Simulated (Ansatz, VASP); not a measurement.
MgB: VASP beside Ansatz

The input INCAR:

```
SYSTEM = MgB
PREC = Accurate
ENCUT = 600
EDIFF = 1E-7
ISMEAR = -1
SIGMA = 0.05
LREAL = .FALSE.
LASPH = .TRUE.
NELM = 60
ALGO = Normal
ISIF = 3
LWAVE = .FALSE.
LCHARG = .FALSE.
GGA = PS
IVDW = 12
IBRION = 2
NSW = 60
EDIFFG = -0.01
```

Contents of KPOINTS:

```
regular mesh
0
G
  9 9 9
  0 0 0
```

POSCAR

```
MgB
1.0
    2.8951500000      0.0000000000      0.0000000000
    0.0000000000      2.8951500000      0.0000000000
    0.0000000000      0.0000000000      2.8951500000
Mg B
1 1
Direct
    0.0000000000      0.0000000000      0.0000000000
    0.5000000000      0.5000000000      0.5000000000
```

The input input.yaml:

```yaml
crystal:
  lattice:
    - [2.89515, 0.0, 0.0]
    - [0.0, 2.89515, 0.0]
    - [0.0, 0.0, 2.89515]
  atoms:
    - { symbol: Mg, position: [0.0, 0.0, 0.0] }
    - { symbol: B, position: [0.5, 0.5, 0.5] }
hamiltonian:
  xc: pbesol
  pseudopotentials: { kind: paw }
  dispersion: d3bj
kpoints:
  mp_grid: { grid: [9, 9, 9] }
scf:
  occupations: { method: fermi_dirac, width: 0.05 }
output:
  forces: true
  stress: true
  eigenvalues: true
  write_density: true
  write_potential: true
  elf: true
  volumetric_format: npy
relax:
  f_tol: 0.01
  max_steps: 40
  cell: { stress_tol: 0.05 }
```

Alike in both runs: task relaxation of cell and atoms; functional PBEsol; dispersion D3(BJ); k mesh 9 × 9 × 9; occupations fermi-dirac, width 0.05 eV; no spin polarisation.

```csv
,VASP,Ansatz
version,VASP 6.6.1,Ansatz 0.2.0
potentials or method,"VASP PAW PBE potentials, release 64 (Mg, B)",Ansatz PAW
plane-wave cutoff (eV),600,420
valence electrons in the cell,5,13
```

VASP gave:

| Item | Value |
| --- | --- |
| gap on the k mesh at the Fermi level, each at its own relaxed structure (eV) | none |
| relaxed volume (Å³/atom) | 11.41 |
| relaxed cell length with the largest relative difference (Å) | 2.836 |

Task: Which values does Ansatz return?

Result: gap on the k mesh at the Fermi level, each at its own relaxed structure (eV): none; relaxed volume (Å³/atom): 11.40; relaxed cell length with the largest relative difference (Å): 2.836.

VASP's potentials were made for PBE, not for PBEsol. A gap of «none» marks a metal or a gap that the smearing closes. VASP's potentials hold 5 valence electrons a cell and Ansatz's 13, so a difference there can come from the potentials and not from the codes.

Noted on Ansatz's run: the plane-wave basis is chosen anew once the cell has moved, so the energies of steps on either side of that aren't comparable.
